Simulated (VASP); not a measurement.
# Ag (I4/mmm) in VASP: notebook

Ag is run at these levels: PBE; tasks: single point.

Everything below comes from runs of VASP 6.6.1. Logs are shortened: lines on timing, memory, paths and dates and some standing lists are left out, and cuts for length are marked.

## 1. The cell of the first run

Symmetry: I4/mmm, No. 139, tetragonal system. Conventional cell: a = 2.774 Å, b = 2.774 Å, c = 4.413 Å, α = 90.00°, β = 90.00°, γ = 90.00°. Ag (site symmetry 4/mmm) has 12 Ag at 2.77 to 2.95 Å within 3.7 Å.

## 2. Single point, PBE (strain -0.040 along x and y, +0.080 along z)

File INCAR:

```
SYSTEM = Ag
ALGO = Fast
EDIFF = 1E-7
ENCUT = 520
GGA = PE
ISIF = 2
ISMEAR = 0
LASPH = .True.
LCHARG = .False.
LREAL = .False.
LWAVE = .False.
NBANDS = 12
NELM = 60
PREC = Accurate
SIGMA = 0.15
```

File KPOINTS:

```
k-points
0
Gamma
  20 20 20
  0 0 0
```

File POSCAR:

```
Ag
1.0
    0.0000000000      1.9613760000      2.2065480000
    1.9613760000      0.0000000000      2.2065480000
    1.9613760000      1.9613760000      0.0000000000
Ag
1
Direct
    0.0000000000      0.0000000000      0.0000000000
```

Potentials or basis: VASP PAW PBE potentials, release 64 (Ag).

Command:

```sh
cat potpaw_PBE.64/Ag/POTCAR > POTCAR
mpirun -np 1 vasp_std > vasp.out
```

OUTCAR:

```text
SYSTEM = Ag
   EDIFF = 1E-7
   ENCUT = 520
   GGA = PE
   ISIF = 2
   ISMEAR = 0
   LASPH = .True.
   LREAL = .False.
   NELM = 60
   PREC = Accurate

 ion  position               nearest neighbor table
   1  0.000  0.000  0.000-

  LATTYP: Found a body centered tetragonal cell.
 ALAT       =     2.7738045401
 C/A-ratio  =     1.5909902577

  Lattice vectors:

 A1 = (  -1.9613760000,   0.0000000000,   2.2065480000)
 A2 = (   1.9613760000,   0.0000000000,   2.2065480000)
 A3 = (   0.0000000000,   1.9613760000,  -2.2065480000)

Analysis of symmetry for initial positions (statically):
=====================================================================
 Subroutine PRICEL returns:
 Original cell was already a primitive cell.

 Routine SETGRP: Setting up the symmetry group for a
 body centered tetragonal supercell.

 Subroutine GETGRP returns: Found 16 space group operations
 (whereof 16 operations were pure point group operations)
 out of a pool of 16 trial point group operations.

The static configuration has the point symmetry D_4h.

Analysis of symmetry for dynamics (positions and initial velocities):
=====================================================================
 Subroutine PRICEL returns:
 Original cell was already a primitive cell.

 Routine SETGRP: Setting up the symmetry group for a
 body centered tetragonal supercell.

 Subroutine GETGRP returns: Found 16 space group operations
 (whereof 16 operations were pure point group operations)
 out of a pool of 16 trial point group operations.

The dynamic configuration has the point symmetry D_4h.

 Subroutine INISYM returns: Found 16 space group operations
 (whereof 16 operations are pure point group operations),
 and found     1 'primitive' translations

----------------------------------------------------------------------------------------

                                     Primitive cell

  volume of cell :      16.9772

  direct lattice vectors                    reciprocal lattice vectors
     0.000000000  1.961376000  2.206548000    -0.254923074  0.254923074  0.226598288
     1.961376000  0.000000000  2.206548000     0.254923074 -0.254923074  0.226598288
     1.961376000  1.961376000  0.000000000     0.254923074  0.254923074 -0.226598288

  length of vectors
     2.952261826  2.952261826  2.773804540     0.425814903  0.425814903  0.425814903

  position of ions in fractional coordinates (direct lattice)
     0.000000000  0.000000000  0.000000000

  ion indices of the primitive-cell ions
   primitive index   ion index
                 1           1

----------------------------------------------------------------------------------------

 KPOINTS: k-points

Automatic generation of k-mesh.
 Grid dimensions read from file:
 generate k-points for:   20   20   20

 Generating k-lattice:

  Cartesian coordinates                     Fractional coordinates (reciprocal lattice)
    -0.012746154  0.012746154  0.011329914     0.050000000  0.000000000  0.000000000
     0.012746154 -0.012746154  0.011329914     0.000000000  0.050000000  0.000000000
     0.012746154  0.012746154 -0.011329914     0.000000000  0.000000000  0.050000000

  Length of vectors
     0.021290745  0.021290745  0.021290745

  Shift w.r.t. Gamma in fractional coordinates (k-lattice)
     0.000000000  0.000000000  0.000000000

 Subroutine IBZKPT returns following result:
 ===========================================

 Found    641 irreducible k-points:

 Following reciprocal coordinates:
            Coordinates               Weight
  0.000000  0.000000  0.000000      1.000000
  0.050000 -0.000000  0.000000      8.000000
  0.100000 -0.000000  0.000000      8.000000
  0.150000 -0.000000  0.000000      8.000000
  0.200000 -0.000000  0.000000      8.000000
  0.250000 -0.000000  0.000000      8.000000
[... 16 lines left out ...]
 -0.400000  0.050000  0.000000      8.000000
 -0.350000  0.050000  0.000000      8.000000
 [... further k-points ...]
   k-points           NKPTS =    641   k-points in BZ     NKDIM =    641   number of bands    NBANDS=     12
   number of dos      NEDOS =    301   number of ions     NIONS =      1
   total plane-waves  NPLWV =  13824
   dimension x,y,z NGX =    24 NGY =   24 NGZ =   24
   dimension x,y,z NGXF=    48 NGYF=   48 NGZF=   48
   ions per type =               1
   NGX,Y,Z   is equivalent  to a cutoff of  13.51, 13.51, 14.38 a.u.
   NGXF,Y,Z  is equivalent  to a cutoff of  27.03, 27.03, 28.77 a.u.
 SYSTEM =  Ag
   PREC   = accura    normal or accurate (medium, high low for compatibility)
   ISTART =      0    job   : 0-new  1-cont  2-samecut
   ICHARG =      2    charge: 1-file 2-atom 10-const
   ISPIN  =      1    spin polarized calculation?
   LNONCOLLINEAR =      F non collinear calculations
   LSORBIT =      F    spin-orbit coupling
   LASPH  =      T    aspherical Exc in radial PAW
   ENCUT  =  520.0 eV  38.22 Ry    6.18 a.u.   5.49  5.49  5.16*2*pi/ulx,y,z
   NELM   =     60;   NELMIN=  2; NELMDL= -5     # of ELM steps
   EDIFF  = 0.1E-06   stopping-criterion for ELM
   LREAL  =      F    real-space projection
   EDIFFG = 0.1E-05   stopping-criterion for IOM
   NSW    =      0    number of steps for IOM
   IBRION =     -1    ionic relax: 0-MD 1-quasi-New 2-CG
   NFREE  =      0    steps in history (QN), initial steepest desc. (CG)
   ISIF   =      2    stress and relaxation
   ISYM   =      2    0-nonsym 1-usesym 2-fastsym
   POTIM  = 0.5000    time-step for ionic-motion
   TEBEG  =    0.0;   TEEND  =   0.0 temperature during run
   PSTRESS=    0.0 pullay stress
   NELECT =      11.0000    total number of electrons
   NUPDOWN=      -1.0000    fix difference up-down
   EMIN   =  10.00;   EMAX   =-10.00  energy-range for DOS
   EFERMI =   0.00;   METHOD = LEGACY
   ISMEAR =     0;   SIGMA  =   0.15  broadening in eV -4-tet -1-fermi 0-gaus
   EFERMI_NEDOS =   21; number of points for ismear=-14 and -15
   IALGO  =     68    algorithm
   IMIX   =      4    mixing-type and parameters
     AMIX     =   0.40;   BMIX     =  1.00
     AMIX_MAG =   1.60;   BMIX_MAG =  1.00
  volume/ion in A,a.u.               =      16.98       114.57
  Fermi-wavevector in a.u.,A,eV,Ry     =   1.416611  2.677007 27.304002  2.006788
  Thomas-Fermi vector in A             =   2.537928
   LORBIT       =      0    0 simple, 1 ext, 2 COOP (PROOUT), +10 PAW based schemes
   GGA     = PE    functional components
   LHFCALC =     F    Hartree Fock is set to
   AEXX    =    0.0000 exact exchange contribution
   IVDW    =     0    specifies the selected vdW correction
   LEPSILON=     F    determine dielectric tensor
   LRPA    =     F    only Hartree local field effects (RPA)
 non-spin polarized calculation
 RMM-DIIS sequential band-by-band and
 Gauss-broadening in eV      SIGMA  =   0.15
  energy-cutoff  :      520.00
  volume of cell :       16.98
 maximum number of plane-waves:       469
 NGX is ok and might be reduce to    24
   NGX = 11   NGY = 11   NGZ = 11

 number of electron      11.0000000 magnetization

 Free energy of the ion-electron system (eV)
  ---------------------------------------------------
  ext. energy  EPLUGINS =         0.00000000
  ---------------------------------------------------
  free energy    TOTEN  =        -2.68250026 eV

  energy without entropy =       -2.67976989  energy(sigma->0) =       -2.68113507

 E-fermi :   8.5516     XC(G=0): -12.2336

 val. band max:        8.5317720773   @ k =   0.5000   0.1500   0.3500
 cond. band min:       8.5592774449   @ k =  -0.1000   0.3500   0.3000
 fundamental gap:      0.0275053675
 Fermi energy:         8.5515575865

 k-point     1 :       0.0000    0.0000    0.0000
  band No.  band energies     occupation
      1       0.6944      2.00000
      2       3.1548      2.00000
      3       3.9626      2.00000
      4       3.9626      2.00000
      5       4.2543      2.00000
      6       5.0784      2.00000
      7      24.7299      0.00000
      8      27.0683      0.00000
      9      28.6682      0.00000
     10      28.6682      0.00000
     11      32.8369      0.00000
     12      33.7828      0.00000

 k-point     2 :       0.0500   -0.0000    0.0000
  band No.  band energies     occupation
      1       0.7737      2.00000
      2       3.1730      2.00000
      3       3.9462      2.00000
      4       3.9830      2.00000
      5       4.2562      2.00000
      6       5.0614      2.00000
      7      24.7418      0.00000
      8      26.9093      0.00000
      9      28.1581      0.00000
     10      28.7016      0.00000
     11      32.4958      0.00000
     12      33.5842      0.00000

 k-point     3 :       0.1000   -0.0000    0.0000
  band No.  band energies     occupation
      1       1.0046      2.00000
      2       3.2226      2.00000
      3       3.8961      2.00000
      4       4.0399      2.00000
      5       4.2777      2.00000
      6       5.0157      2.00000
      7      24.5886      0.00000
      8      26.0918      0.00000
      9      27.7829      0.00000
     10      28.7874      0.00000
     11      31.2555      0.00000
     12      33.8461      0.00000

 k-point     4 :       0.1500   -0.0000    0.0000
  band No.  band energies     occupation
      1       1.3597      2.00000
      2       3.2987      2.00000
      3       3.8194      2.00000
      4       4.1185      2.00000
      5       4.3511      2.00000
      6       4.9578      2.00000
      7      23.4871      0.00000
      8      25.5219      0.00000
      9      27.8363      0.00000
     10      28.8847      0.00000
     11      30.2599      0.00000
     12      33.2127      0.00000

 k-point     5 :       0.2000   -0.0000    0.0000
  band No.  band energies     occupation
      1       1.7662      2.00000
      2       3.4235      2.00000
      3       3.7524      2.00000
      4       4.1894      2.00000
      5       4.4971      2.00000
      6       4.9192      2.00000
      7      21.6930      0.00000
      8      25.2511      0.00000
      9      27.9362      0.00000
     10      28.9344      0.00000
     11      29.6941      0.00000
     12      32.4873      0.00000
[... 228 lines left out ...]
      1       2.1135      2.00000
      2       3.2827      2.00000
      3       4.0190      2.00000
      4       5.3743      2.00000
      5       5.4635      2.00000
      6       8.2163      1.99843
      7      12.3363      0.00000
      8      22.4544      0.00000
      9      26.0926      0.00000
     10      27.5728      0.00000
     11      30.2037      0.00000
     12      32.9325      0.00000

 k-point    22 :      -0.4500    0.0500    0.0000
  band No.  band energies     occupation
      1       2.1188      2.00000
      2       3.2962      2.00000
      3       4.0127      2.00000
      4       5.3355      2.00000
      5       5.4626      2.00000
      6       8.1733      1.99964
      7      12.4222      0.00000
      8      22.3994      0.00000
      9      26.0696      0.00000
     10      27.9112      0.00000
     11      30.2674      0.00000
     12      32.8007      0.00000

 k-point    23 :      -0.4000    0.0500    0.0000
  band No.  band energies     occupation
      1       2.1565      2.00000
      2       3.3315      2.00000
      3       4.0384      2.00000
      4       5.2444      2.00000
      5       5.3286      2.00000
      6       7.3218      2.00000
      7      13.6001      0.00000
      8      22.5446      0.00000
      9      26.2451      0.00000
     10      28.4100      0.00000
     11      30.2999      0.00000
     12      32.6926      0.00000

 k-point    24 :      -0.3500    0.0500    0.0000
  band No.  band energies     occupation
      1       2.2147      2.00000
      2       3.3830      2.00000
      3       4.0918      2.00000
      4       5.0493      2.00000
      5       5.1145      2.00000
      6       6.3343      2.00000
      7      15.2288      0.00000
      8      22.8685      0.00000
      9      26.5846      0.00000
     10      29.0309      0.00000
     11      30.3295      0.00000
     12      32.6199      0.00000

 [... further k-points ...]
[... 5 lines left out ...]
  --------------------------------------------------------------------------------------
  -------------------------------------------------------------------------------------
  Total        0.8465344      0.8465344      0.1286821      0.0000000     -0.0000000      0.0000000
  in kB       79.8895705     79.8895705     12.1440509      0.0000000     -0.0000000      0.0000000
  external PRESSURE =      57.3077306 kB  Pullay stress =       0.0000000 kB

 VOLUME and BASIS-vectors are now :
 -----------------------------------------------------------------------------
  energy-cutoff  :      520.00
  volume of cell :       16.98
      direct lattice vectors                 reciprocal lattice vectors
     0.000000000  1.961376000  2.206548000    -0.254923074  0.254923074  0.226598288
     1.961376000  0.000000000  2.206548000     0.254923074 -0.254923074  0.226598288
     1.961376000  1.961376000  0.000000000     0.254923074  0.254923074 -0.226598288

 POSITION                                       TOTAL-FORCE (eV/Angst)
 -----------------------------------------------------------------------------------
      0.00000      0.00000      0.00000         0.000000      0.000000      0.000000
 -----------------------------------------------------------------------------------
    total drift:                                0.000000     -0.000000     -0.000000

  FREE ENERGIE OF THE ION-ELECTRON SYSTEM (eV)
  ---------------------------------------------------
  free  energy   TOTEN  =        -2.6825002568 eV

  energy  without entropy=       -2.6797698896  energy(sigma->0) =       -2.68113507
```

Run time: 46 s. Hardware: 1 thread of Intel Xeon 6975P-C (Granite Rapids), shared host; peak memory 0.24 GiB.

Results:

* Free energy: -2.6825 eV
* Pressure: 5.7 GPa

Levels at points of the mesh, in eV from the Fermi level:
```csv
k point,band 3,band 4,band 5,band 6,band 7,band 8,band 9,band 10
"(0.00, 0.00, 0.00)",-4.59,-4.59,-4.30,-3.47,16.18,18.52,20.12,20.12
"(0.50, 0.00, 0.00)",-4.57,-3.18,-2.92,-0.43,3.64,14.22,17.69,19.33
"(0.50, 0.50, 0.00)",-3.02,-2.89,-2.89,0.33,4.87,12.09,12.09,18.53
"(0.50, 0.00, 0.50)",-3.15,-3.14,-2.51,2.26,7.72,10.01,10.10,16.59
```

Caveat: the cell differs from its parent crystal (strain -0.040 along x and y, +0.080 along z).

## 3. Single point, PBE (strain +0.040 along x and y, -0.080 along z)

File INCAR:

```
SYSTEM = Ag
  PREC = Accurate
  ENCUT = 520
  EDIFF = 1E-6
  ISMEAR = 0
  SIGMA = 0.15
  LREAL = .FALSE.
  LASPH = .TRUE.
  NELM = 100
  ALGO = Normal
  ISIF = 2
  LWAVE = .FALSE.
  LCHARG = .FALSE.
  GGA = PE
  NBANDS = 12
```

File KPOINTS:

```
Automatic mesh
0
G
  20 20 20
  0 0 0
```

File POSCAR:

```
Ag
1.0
    0.0000000000      2.1248240000      1.8796520000
    2.1248240000      0.0000000000      1.8796520000
    2.1248240000      2.1248240000      0.0000000000
Ag
1
Direct
    0.0000000000      0.0000000000      0.0000000000
```

Potentials or basis: VASP PAW PBE potentials, release 64 (Ag).

Command:

```sh
cat potpaw_PBE.64/Ag/POTCAR > POTCAR
mpirun -np 1 vasp_std > vasp.out
```

Wall time 36 s (1 thread of Intel Xeon 6975P-C (Granite Rapids), shared host); peak memory 0.24 GiB.

Results (log left out):

```
Free energy : -2.6928 eV
Pressure    : 5.4 GPa
```

Stress tensor (GPa, compression positive):
```
4.60 0.00 0.00
0.00 4.60 0.00
0.00 0.00 7.08
```

Levels at points of the mesh, in eV from the Fermi level:
```tsv
k point	band 2	band 3	band 4	band 5	band 6	band 7	band 8	band 9	band 10	band 11
(0.00, 0.00, 0.00)	-5.03	-5.03	-4.35	-4.21	-3.50	16.25	19.08	19.08	20.89	24.46
(0.50, 0.00, 0.00)	-5.22	-4.46	-3.19	-2.81	-0.39	3.69	14.71	16.56	20.12	21.73
(0.50, 0.50, 0.00)	-6.35	-3.01	-2.76	-2.76	3.16	8.89	9.26	9.26	15.83	15.86
(0.50, 0.00, 0.50)	-6.28	-3.10	-3.07	-2.59	0.92	5.79	11.42	11.69	18.02	18.29
```

Caveat: the cell differs from its parent crystal (strain +0.040 along x and y, -0.080 along z).
